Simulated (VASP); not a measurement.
Here is a VASP 6.6.1 calculation.

The input INCAR:

```
PREC = Accurate
ENCUT = 600
EDIFF = 1E-7
ISMEAR = 0
SIGMA = 0.1
LREAL = False
LASPH = True
NELM = 120
ALGO = Normal
ISIF = 3
LWAVE = False
LCHARG = False
GGA = PS
IBRION = 2
NSW = 100
EDIFFG = -0.002
PSTRESS = 500.0
GGA_COMPAT = False
NELMIN = 4
```

File KPOINTS:

```
regular mesh
0
Gamma
  15 15 8
```

The input POSCAR:

```
Mg
1.0
    3.2093000000      0.0000000000      0.0000000000
   -1.6046500000      2.7793353284      0.0000000000
    0.0000000000      0.0000000000      5.2103000000
Mg
2
Direct
    0.3333333333      0.6666666667      0.2500000000
    0.6666666667      0.3333333333      0.7500000000
```

Potentials or basis: VASP PAW PBE potentials, release 64 (Mg).

Run with:

```console
$ cat potpaw_PBE.64/Mg/POTCAR > POTCAR
$ mpirun -np 1 vasp_std > vasp.out
```

(1) Estimate the relaxed volume.

(2) What does it give for the band gap on the k mesh?

(3) Predict the space group after relaxing (to 0.1 Å).

(4) Estimate the relaxed cell.

## Answers

(1) 13.67 Å³/atom.

(2) zero (bands 2 and 3 overlap by 2.16 eV).

(3) P6_3/mmc (No. 194).

(4) a = 2.698 Å, b = 2.698 Å, c = 4.337 Å, α = 90.00°, β = 90.00°, γ = 120.00°.

Caveat: the cell is relaxed towards a set pressure, so the run minimises the enthalpy, not the energy; the volume moved by over 15 % at a fixed basis, so the end points are rough; the PAW data sets were made with another functional, which shifts forces and pressure a little.
